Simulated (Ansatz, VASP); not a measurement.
# ZnC3 in VASP and in Ansatz

File INCAR:

```
SYSTEM = ZnC3
ALGO = Normal ; EDIFF = 1E-7
ENCUT = 520 ; GGA = PE
ISIF = 2 ; ISMEAR = 0
LASPH = .True. ; LCHARG = .True.
LELF = .True. ; LREAL = .False.
LVHAR = .True. ; LWAVE = .False.
NBANDS = 34 ; NELM = 100
PREC = Accurate ; SIGMA = 0.1
```

KPOINTS

```
k-points
0
Gamma
  6 6 6
  0 0 0
```

File POSCAR:

```
ZnC3
1.0
    4.7526209737      0.0000000000      0.0000000000
   -2.3763104868      4.1158904978      0.0000000000
    0.0000000000      0.0000000000      3.8147116243
Zn C
2 6
Direct
    0.3333333333      0.6666666667      0.2500000000
    0.6666666667      0.3333333333      0.7500000000
    0.8330000000      0.6660000000      0.2500000000
    0.1670000000      0.8330000000      0.7500000000
    0.3340000000      0.1670000000      0.2500000000
    0.1670000000      0.3340000000      0.7500000000
    0.8330000000      0.1670000000      0.2500000000
    0.6660000000      0.8330000000      0.7500000000
```

Input for Ansatz:

```yaml
crystal:
  lattice:
    - [4.7526209737, 0.0, 0.0]
    - [-2.3763104868, 4.1158904978, 0.0]
    - [0.0, 0.0, 3.8147116243]
  atoms:
    - { symbol: Zn, position: [0.3333333333, 0.6666666667, 0.25] }
    - { symbol: Zn, position: [0.6666666667, 0.3333333333, 0.75] }
    - { symbol: C, position: [0.833, 0.666, 0.25] }
    - { symbol: C, position: [0.167, 0.833, 0.75] }
    - { symbol: C, position: [0.334, 0.167, 0.25] }
    - { symbol: C, position: [0.167, 0.334, 0.75] }
    - { symbol: C, position: [0.833, 0.167, 0.25] }
    - { symbol: C, position: [0.666, 0.833, 0.75] }
basis:
  ecutwfc: 420
kpoints:
  mp_grid: { grid: [6, 6, 6] }
hamiltonian:
  xc: pbe
scf:
  occupations: { method: gaussian, width: 0.1 }
  lower_state_search: "off"
output:
  forces: true
  stress: true
  eigenvalues: true
```

Alike in both runs: task single point; functional PBE; k mesh 6 × 6 × 6; occupations gaussian, width 0.1 eV; no spin polarisation.

```csv
,VASP,Ansatz
version,VASP 6.6.1,Ansatz 0.2.0
potentials or method,"VASP PAW PBE potentials, release 64 (Zn, C), cutoff 520 eV","scalar-relativistic, plane waves, PAW"
valence electrons in the cell,48,48
```

|  | VASP | Ansatz | Ansatz less VASP |
| --- | --- | --- | --- |
| gap on the k mesh at the Fermi level (eV) | none | none | - |
| pressure (GPa) | -3.6 | -4.1 | -0.52 |
| traceless stress, the component that is largest in VASP (GPa) | 6.71 | 6.68 | -0.027 |
| rms of the force components (eV/Å) | 0.245 | 0.239 | -0.0059 |

Atom by atom the forces differ by 0.006 eV/Å (rms over components). A gap of «none» marks a metal or a gap that the smearing closes. With one functional, cell and mesh, what is left measures potentials, basis and numerics.
